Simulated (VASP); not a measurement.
# Ba: relaxation of shape and atoms at fixed volume with PBEsol

Crystal: Ba.

```
Ba
1.0
     4.03620    0.00000    0.00000
    -2.01810    3.49546    0.00000
     0.00000    0.00000    6.58539
Ba
2
Direct
  0.33333 0.66667 0.25000
  0.66667 0.33333 0.75000
```

This isn't the form of Ba at room conditions, which is bcc.

* Program: VASP 6.6.1
* Task: relaxation of shape and atoms at fixed volume
* Functional: PBEsol
* Potentials or basis: VASP PAW PBE potentials, release 64 (Ba_sv)
* Cutoff: 600 eV
* k mesh: 10 × 10 × 6
* Occupations: fermi-dirac, width 0.08 eV
* Spin: no spin polarisation
* Dipole correction: no
* Further INCAR settings: ALGO = Normal; EDIFF = 1e-06; IBRION = 2; EDIFFG = -0.005; NSW = 50; ISIF = 4

```
Energy gained by relaxing : 1.2 meV/atom
Ionic steps               : 3
Pressure after relaxing   : 2.6 GPa
Band gap on the k mesh    : zero (bands 10 and 11 overlap by 0.66 eV)
```

Step by step:
```tsv
step	energy change (eV)	largest force (eV/Å)	pressure (GPa)	volume (Å³)
1	0.0000	0.0000	2.69	92.91
2	-0.0013	0.0000	2.67	92.91
3	-0.0024	0.0000	2.63	92.91
```

Final structure:
```
CELL_PARAMETERS angstrom
4.06671 0.00000 0.00000
-2.03335 3.52187 0.00000
0.00000 0.00000 6.48698
ATOMIC_POSITIONS crystal
Ba 0.33333 0.66667 0.25000
Ba 0.66667 0.33333 0.75000
```

Levels at points of the mesh, in eV from the Fermi level:
| k point | band 8 | band 9 | band 10 | band 11 | band 12 | band 13 |
| --- | --- | --- | --- | --- | --- | --- |
| (0.00, 0.00, 0.00) | -13.07 | -2.83 | -1.15 | 1.97 | 1.97 | 2.16 |
| (0.50, 0.00, 0.00) | -13.23 | -0.83 | -0.66 | -0.43 | 1.41 | 1.74 |
| (0.00, 0.00, 0.50) | -13.18 | -1.55 | -1.55 | 1.35 | 1.35 | 1.93 |
| (0.50, 0.00, 0.50) | -13.38 | -1.01 | -1.01 | 0.40 | 0.40 | 2.66 |

It took 2 min on 1 thread of AMD EPYC 7R13 Processor (Zen 3) (shared host), peak memory 0.24 GiB.

Caveat: the PAW data sets were made with another functional, which shifts forces and pressure a little; spin-orbit coupling is left out, which moves the levels of the heavy elements.
